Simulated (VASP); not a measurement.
# BaTiO3 (Pm-3m) in VASP: single point with PBE+U

Aim: the single point of BaTiO3 with PBE+U.

All numbers are computed with VASP 6.6.1; they aren't measurements. Logs are shortened: lines on timing, memory, paths and dates and some standing lists are left out, and cuts for length are marked.

## 1. The cell of the first run

The structure is cubic, space group Pm-3m (No. 221). Conventional cell: a = 4.029 Å, b = 4.029 Å, c = 4.029 Å, α = 90.00°, β = 90.00°, γ = 90.00°. Ba (site symmetry m-3m) has 12 O at 2.85 Å and 8 Ti at 3.49 Å within 3.8 Å. Ti (site symmetry m-3m) has 6 O at 2.01 Å within 2.7 Å. Within 2.7 Å of O (site symmetry 4/mmm) lie 2 Ti at 2.01 Å.

## 2. Single point, PBE+U

INCAR

```
PREC = Accurate ; ENCUT = 520
EDIFF = 1E-7 ; ISMEAR = 0
SIGMA = 0.05 ; LREAL = F
LASPH = T ; NELM = 150
ALGO = Normal ; ISIF = 2
LWAVE = F ; LCHARG = F
LMAXMIX = 4 ; LDAU = T
LDAUTYPE = 2 ; LDAUL = -1 2 -1
LDAUU = 0 4 0 ; LDAUJ = 0 0 0
LDAUPRINT = 1 ; GGA = PE
NBANDS = 28
```

KPOINTS

```
Automatic mesh
0
Gamma
  8 8 8
```

POSCAR

```
BaTiO3
1.0
    4.0287722607      0.0000000000      0.0000000000
    0.0000000000      4.0287722607      0.0000000000
    0.0000000000      0.0000000000      4.0289133369
Ba Ti O
1 1 3
Direct
    0.0000000000      0.0000000000      0.0000000000
    0.5000000000      0.5000000000      0.5000000000
    0.5000000000      0.5000000000      0.0000000000
    0.5000000000      0.0000000000      0.5000000000
    0.0000000000      0.5000000000      0.5000000000
```

Potentials or basis: VASP PAW PBE potentials, release 64 (Ba_sv, Ti_sv, O).

On the command line:

```bash
> cat potpaw_PBE.64/Ba_sv/POTCAR potpaw_PBE.64/Ti_sv/POTCAR potpaw_PBE.64/O/POTCAR > POTCAR
> mpirun -np 1 vasp_std > vasp.out
```

OUTCAR:

```text
PREC = Accurate
   ENCUT = 520
   EDIFF = 1E-7
   ISMEAR = 0
   LREAL = F
   LASPH = T
   NELM = 150
   ISIF = 2
   GGA = PE

 ion  position               nearest neighbor table
   1  0.000  0.000  0.000-   3 2.85   3 2.85   3 2.85   3 2.85   5 2.85   4 2.85   5 2.85   5 2.85
                             5 2.85   4 2.85   4 2.85   4 2.85   2 3.49   2 3.49   2 3.49   2 3.49
   2  0.500  0.500  0.500-   4 2.01   5 2.01   4 2.01   5 2.01   3 2.01   3 2.01   1 3.49   1 3.49
                             1 3.49   1 3.49   1 3.49   1 3.49   1 3.49   1 3.49
   3  0.500  0.500  0.000-   2 2.01   2 2.01   1 2.85   1 2.85   1 2.85   1 2.85
   4  0.500  0.000  0.500-   2 2.01   2 2.01   1 2.85   1 2.85   1 2.85   1 2.85
   5  0.000  0.500  0.500-   2 2.01   2 2.01   1 2.85   1 2.85   1 2.85   1 2.85

  LATTYP: Found a simple tetragonal cell.
 ALAT       =     4.0287722607
 C/A-ratio  =     1.0000350172

  Lattice vectors:

 A1 = (   4.0287722607,   0.0000000000,   0.0000000000)
 A2 = (   0.0000000000,   4.0287722607,   0.0000000000)
 A3 = (   0.0000000000,   0.0000000000,   4.0289133369)

Analysis of symmetry for initial positions (statically):
=====================================================================
 Subroutine PRICEL returns:
 Original cell was already a primitive cell.

 Routine SETGRP: Setting up the symmetry group for a
 simple tetragonal supercell.

 Subroutine GETGRP returns: Found 16 space group operations
 (whereof 16 operations were pure point group operations)
 out of a pool of 16 trial point group operations.

The static configuration has the point symmetry D_4h.

Analysis of symmetry for dynamics (positions and initial velocities):
=====================================================================
 Subroutine PRICEL returns:
 Original cell was already a primitive cell.

 Routine SETGRP: Setting up the symmetry group for a
 simple tetragonal supercell.

 Subroutine GETGRP returns: Found 16 space group operations
 (whereof 16 operations were pure point group operations)
 out of a pool of 16 trial point group operations.

The dynamic configuration has the point symmetry D_4h.

 Subroutine INISYM returns: Found 16 space group operations
 (whereof 16 operations are pure point group operations),
 and found     1 'primitive' translations

----------------------------------------------------------------------------------------

                                     Primitive cell

  volume of cell :      65.3933

  direct lattice vectors                    reciprocal lattice vectors
     4.028772261  0.000000000  0.000000000     0.248214576  0.000000000  0.000000000
     0.000000000  4.028772261  0.000000000     0.000000000  0.248214576  0.000000000
     0.000000000  0.000000000  4.028913337     0.000000000  0.000000000  0.248205885

  length of vectors
     4.028772261  4.028772261  4.028913337     0.248214576  0.248214576  0.248205885

  position of ions in fractional coordinates (direct lattice)
     0.000000000  0.000000000  0.000000000
     0.500000000  0.500000000  0.500000000
     0.500000000  0.500000000  0.000000000
     0.500000000  0.000000000  0.500000000
     0.000000000  0.500000000  0.500000000

  ion indices of the primitive-cell ions
   primitive index   ion index
                 1           1
                 2           2
                 3           3
                 4           4
                 5           5

[... 54 lines left out ...]
   number of dos      NEDOS =    301   number of ions     NIONS =      5
   total plane-waves  NPLWV =  27000
   dimension x,y,z NGX =    30 NGY =   30 NGZ =   30
   dimension x,y,z NGXF=    60 NGYF=   60 NGZF=   60
   ions per type =               1   1   3
   NGX,Y,Z   is equivalent  to a cutoff of  12.38, 12.38, 12.38 a.u.
   NGXF,Y,Z  is equivalent  to a cutoff of  24.76, 24.76, 24.76 a.u.
 SYSTEM =  unknown system
   PREC   = accura    normal or accurate (medium, high low for compatibility)
   ISTART =      0    job   : 0-new  1-cont  2-samecut
   ICHARG =      2    charge: 1-file 2-atom 10-const
   ISPIN  =      1    spin polarized calculation?
   LNONCOLLINEAR =      F non collinear calculations
   LSORBIT =      F    spin-orbit coupling
   LASPH  =      T    aspherical Exc in radial PAW
   ENCUT  =  520.0 eV  38.22 Ry    6.18 a.u.   7.49  7.49  7.49*2*pi/ulx,y,z
   NELM   =    150;   NELMIN=  2; NELMDL= -5     # of ELM steps
   EDIFF  = 0.1E-06   stopping-criterion for ELM
   LREAL  =      F    real-space projection
   EDIFFG = 0.1E-05   stopping-criterion for IOM
   NSW    =      0    number of steps for IOM
   IBRION =     -1    ionic relax: 0-MD 1-quasi-New 2-CG
   NFREE  =      0    steps in history (QN), initial steepest desc. (CG)
   ISIF   =      2    stress and relaxation
   ISYM   =      2    0-nonsym 1-usesym 2-fastsym
   POTIM  = 0.5000    time-step for ionic-motion
   TEBEG  =    0.0;   TEEND  =   0.0 temperature during run
   PSTRESS=    0.0 pullay stress
   NELECT =      40.0000    total number of electrons
   NUPDOWN=      -1.0000    fix difference up-down
   EMIN   =  10.00;   EMAX   =-10.00  energy-range for DOS
   EFERMI =   0.00;   METHOD = LEGACY
   ISMEAR =     0;   SIGMA  =   0.05  broadening in eV -4-tet -1-fermi 0-gaus
   EFERMI_NEDOS =   21; number of points for ismear=-14 and -15
   IALGO  =     38    algorithm
   IMIX   =      4    mixing-type and parameters
     AMIX     =   0.40;   BMIX     =  1.00
     AMIX_MAG =   1.60;   BMIX_MAG =  1.00
  volume/ion in A,a.u.               =      13.08        88.26
  Fermi-wavevector in a.u.,A,eV,Ry     =   1.389687  2.626128 26.275984  1.931230
  Thomas-Fermi vector in A             =   2.513694
   LORBIT       =      0    0 simple, 1 ext, 2 COOP (PROOUT), +10 PAW based schemes
 LDA+U is selected, type is set to LDAUTYPE =  2
   angular momentum for each species LDAUL =    -1    2   -1
   U (eV)           for each species LDAUU =   0.0  4.0  0.0
   J (eV)           for each species LDAUJ =   0.0  0.0  0.0
   GGA     = PE    functional components
   LHFCALC =     F    Hartree Fock is set to
   AEXX    =    0.0000 exact exchange contribution
   IVDW    =     0    specifies the selected vdW correction
   LEPSILON=     F    determine dielectric tensor
   LRPA    =     F    only Hartree local field effects (RPA)
 non-spin polarized calculation
 Gauss-broadening in eV      SIGMA  =   0.05
  energy-cutoff  :      520.00
  volume of cell :       65.39
 maximum number of plane-waves:      1791
 NGX is ok and might be reduce to    30
   NGX = 15   NGY = 15   NGZ = 15

atom =   2  type =  2  l = 2

 onsite density matrix

spin component  1

  0.1029  0.0000 -0.0000  0.0000  0.0000
  0.0000  0.1029 -0.0000 -0.0000 -0.0000
 -0.0000 -0.0000  0.2337  0.0000 -0.0000
  0.0000 -0.0000  0.0000  0.1029  0.0000
  0.0000 -0.0000 -0.0000  0.0000  0.2337

spin component  2

  0.1029  0.0000 -0.0000  0.0000  0.0000
  0.0000  0.1029 -0.0000 -0.0000 -0.0000
 -0.0000 -0.0000  0.2337  0.0000 -0.0000
  0.0000 -0.0000  0.0000  0.1029  0.0000
  0.0000 -0.0000 -0.0000  0.0000  0.2337

 occupancies and eigenvectors

  o =  0.1029  v =  0.0000  0.1905 -0.0000 -0.9817 -0.0000  0.0000  0.0000  0.0000  0.0000  0.0000      0.0000  0.0000  0.0000  0.0000  0.0000  0.0000  0.0000  0.0000  0.0000  0.0000
  o =  0.1029  v =  0.0000  0.0000  0.0000  0.0000  0.0000  0.0000  0.1905 -0.0000 -0.9817 -0.0000      0.0000  0.0000  0.0000  0.0000  0.0000  0.0000  0.0000  0.0000  0.0000  0.0000
  o =  0.1029  v =  0.0000  0.0000  0.0000  0.0000  0.0000  0.0000 -0.9817  0.0000 -0.1905  0.0000      0.0000  0.0000  0.0000  0.0000  0.0000  0.0000  0.0000  0.0000  0.0000  0.0000
  o =  0.1029  v =  0.0000 -0.9817  0.0000 -0.1905  0.0000  0.0000  0.0000  0.0000  0.0000  0.0000      0.0000  0.0000  0.0000  0.0000  0.0000  0.0000  0.0000  0.0000  0.0000  0.0000
  o =  0.1029  v =  0.0000  0.0000  0.0000  0.0000  0.0000  1.0000  0.0000  0.0000  0.0000  0.0000      0.0000  0.0000  0.0000  0.0000  0.0000  0.0000  0.0000  0.0000  0.0000  0.0000
  o =  0.1029  v =  1.0000  0.0000  0.0000  0.0000  0.0000  0.0000  0.0000  0.0000  0.0000  0.0000      0.0000  0.0000  0.0000  0.0000  0.0000  0.0000  0.0000  0.0000  0.0000  0.0000
  o =  0.2337  v =  0.0000 -0.0000 -1.0000  0.0000 -0.0000  0.0000  0.0000  0.0000  0.0000  0.0000      0.0000  0.0000  0.0000  0.0000  0.0000  0.0000  0.0000  0.0000  0.0000  0.0000
  o =  0.2337  v =  0.0000  0.0000  0.0000  0.0000  0.0000  0.0000 -0.0000 -1.0000  0.0000 -0.0000      0.0000  0.0000  0.0000  0.0000  0.0000  0.0000  0.0000  0.0000  0.0000  0.0000
  o =  0.2337  v =  0.0000  0.0000  0.0000  0.0000  0.0000  0.0000  0.0000 -0.0000 -0.0000  1.0000      0.0000  0.0000  0.0000  0.0000  0.0000  0.0000  0.0000  0.0000  0.0000  0.0000
  o =  0.2337  v =  0.0000  0.0000 -0.0000 -0.0000  1.0000  0.0000  0.0000  0.0000  0.0000  0.0000      0.0000  0.0000  0.0000  0.0000  0.0000  0.0000  0.0000  0.0000  0.0000  0.0000

 number of electron      39.9999976 magnetization

 Free energy of the ion-electron system (eV)
  ---------------------------------------------------
  ext. energy  EPLUGINS =         0.00000000
  ---------------------------------------------------
  free energy    TOTEN  =       -37.33436729 eV

  energy without entropy =      -37.33436729  energy(sigma->0) =      -37.33436729

 E-fermi :   4.1011     XC(G=0): -11.1646

 val. band max:        3.8223987657   @ k =   0.5000   0.5000   0.5000
 cond. band min:       5.9913047975   @ k =   0.0000   0.0000   0.0000
 fundamental gap:      2.1689060317
 Fermi energy:         4.1010544438

 k-point     1 :       0.0000    0.0000    0.0000
  band No.  band energies     occupation
      1     -54.0080      2.00000
      2     -30.1586      2.00000
      3     -30.1586      2.00000
      4     -30.1586      2.00000
      5     -21.0431      2.00000
      6     -13.0856      2.00000
[... 733 lines left out ...]
     27      11.6171      0.00000
     28      12.4799      0.00000

 [... further k-points ...]
[... 5 lines left out ...]
  --------------------------------------------------------------------------------------
  -------------------------------------------------------------------------------------
  Total        1.4174812      1.4174812      1.4145914      0.0000000      0.0000000      0.0000000
  in kB       34.7291808     34.7291808     34.6583777      0.0000000      0.0000000      0.0000000
  external PRESSURE =      34.7055798 kB  Pullay stress =       0.0000000 kB

 VOLUME and BASIS-vectors are now :
 -----------------------------------------------------------------------------
  energy-cutoff  :      520.00
  volume of cell :       65.39
      direct lattice vectors                 reciprocal lattice vectors
     4.028772261  0.000000000  0.000000000     0.248214576  0.000000000  0.000000000
     0.000000000  4.028772261  0.000000000     0.000000000  0.248214576  0.000000000
     0.000000000  0.000000000  4.028913337     0.000000000  0.000000000  0.248205885

 POSITION                                       TOTAL-FORCE (eV/Angst)
 -----------------------------------------------------------------------------------
      0.00000      0.00000      0.00000         0.000000      0.000000      0.000000
      2.01439      2.01439      2.01446         0.000000      0.000000      0.000000
      2.01439      2.01439      0.00000         0.000000      0.000000      0.000000
      2.01439      0.00000      2.01446         0.000000      0.000000      0.000000
      0.00000      2.01439      2.01446         0.000000      0.000000      0.000000
 -----------------------------------------------------------------------------------
    total drift:                                0.000000      0.000000     -0.000000

  FREE ENERGIE OF THE ION-ELECTRON SYSTEM (eV)
  ---------------------------------------------------
  free  energy   TOTEN  =       -37.3343672936 eV

  energy  without entropy=      -37.3343672936  energy(sigma->0) =      -37.33436729
```

It took 2.5 min on 1 thread of Intel Xeon Platinum 8259CL at 2.50GHz (Skylake/Cascade Lake), shared host; peak memory 0.27 GiB.

Results:

* Free energy: -37.3344 eV
* Pressure: 3.5 GPa
* Band gap on the k mesh: 2.17 eV, indirect (least direct gap 2.37 eV)

Eigenvalues of the final occupation matrices:
```
    site  spin  trace               eigenvalues
site 2 d     1   0.78  0.10 0.10 0.10 0.23 0.23
site 2 d     2   0.78  0.10 0.10 0.10 0.23 0.23
```

Caveat: spin-orbit coupling is left out, which moves the levels of the heavy elements.
